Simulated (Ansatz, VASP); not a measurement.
## Two plane-wave programs on SrCl2

Contents of POSCAR:

```
SrCl2
1.0
    4.4072489055      0.0000000000      0.0000000000
   -2.2036244528      3.8167895130      0.0000000000
    0.0000000000      0.0000000000      5.5960650195
Sr Cl
1 2
Direct
    0.0000000000      0.0000000000      0.0000000000
    0.3333333333      0.6666666667      0.2486950203
    0.6666666667      0.3333333333      0.7513049797
```

File INCAR.step1:

```
ALGO     = Normal         # electronic algorithm
EDIFF    = 1E-5           # SCF threshold, eV
ENCUT    = 520            # plane-wave cutoff, eV
GGA      = PE             # functional
ISIF     = 2              # what is computed and relaxed
ISMEAR   = 0              # smearing method
LASPH    = True           # aspherical terms in the spheres
LREAL    = False          # projectors in reciprocal space
LWAVE    = True           # write WAVECAR
NBANDS   = 19             # bands
NELM     = 100            # most SCF steps
PREC     = Accurate       # precision mode
SIGMA    = 0.01           # smearing width, eV
```

INCAR.step2

```
AEXX     = 0.35           # exact-exchange fraction
ALGO     = Normal         # electronic algorithm
EDIFF    = 1E-6           # SCF threshold, eV
ENCUT    = 520            # plane-wave cutoff, eV
GGA      = PE             # functional
HFSCREEN = 0.2078         # screening, 1/A
ISIF     = 2              # what is computed and relaxed
ISMEAR   = 0              # smearing method
ISTART   = 1            
LASPH    = True           # aspherical terms in the spheres
LCHARG   = True           # write CHGCAR
LELF     = True           # ELF
LHFCALC  = True           # exact exchange
LREAL    = False          # projectors in reciprocal space
LVHAR    = True         
LWAVE    = False          # write WAVECAR
NBANDS   = 19             # bands
NELM     = 100            # most SCF steps
PREC     = Accurate       # precision mode
PRECFOCK = Normal       
SIGMA    = 0.01           # smearing width, eV
```

KPOINTS

```
k-points
0
Gamma
  6 6 2
```

Input for Ansatz:

```yaml
crystal:
  lattice:
    - [4.4072489055, 0.0, 0.0]
    - [-2.2036244528, 3.816789513, 0.0]
    - [0.0, 0.0, 5.5960650195]
  atoms:
    - { symbol: Sr, position: [0.0, 0.0, 0.0] }
    - { symbol: Cl, position: [0.3333333333, 0.6666666667, 0.2486950203] }
    - { symbol: Cl, position: [0.6666666667, 0.3333333333, 0.7513049797] }
kpoints:
  mp_grid: { grid: [6, 6, 2] }
hamiltonian:
  xc:
    exchange: pbe
    correlation: pbe
    exx: { coeff: 0.35, omega: 0.2078 }
scf:
  occupations: { method: fixed }
  n_extra_bands: 4
output:
  forces: true
  stress: true
  eigenvalues: true
```

Alike in both runs: task single point; functional PBE-based screened hybrid with a share of 0.35 of exact exchange and HFSCREEN = 0.2078; k mesh 6 × 6 × 2; no spin polarisation.

|  | VASP | Ansatz |
| --- | --- | --- |
| version | VASP 6.6.1 | Ansatz 0.2.0 |
| potentials or method | VASP PAW PBE potentials, release 64 (Sr_sv, Cl) | plane waves |
| plane-wave cutoff (eV) | 520 | 420 |
| occupations | gaussian, width 0.01 eV | fixed |
| valence electrons in the cell | 24 | 24 |

|  | VASP | Ansatz | Ansatz less VASP |
| --- | --- | --- | --- |
| gap on the k mesh at the Fermi level (eV) | 6.98 | 6.98 | +0.006 |
| pressure (GPa) | 0.7 | 0.6 | -0.05 |
| traceless stress, the component that is largest in VASP (GPa) | 0.01 | 0.07 | +0.058 |
| rms of the force components (eV/Å) | 0.029 | 0.038 | +0.0092 |

VASP's potentials were made for PBE, not for PBE-based screened hybrid. Atom by atom the forces differ by 0.009 eV/Å (rms over components). Ansatz's warnings: stress exchange threshold loose, stress scf threshold loose.

The k mesh is coarse, so the values compare programs but aren't converged.
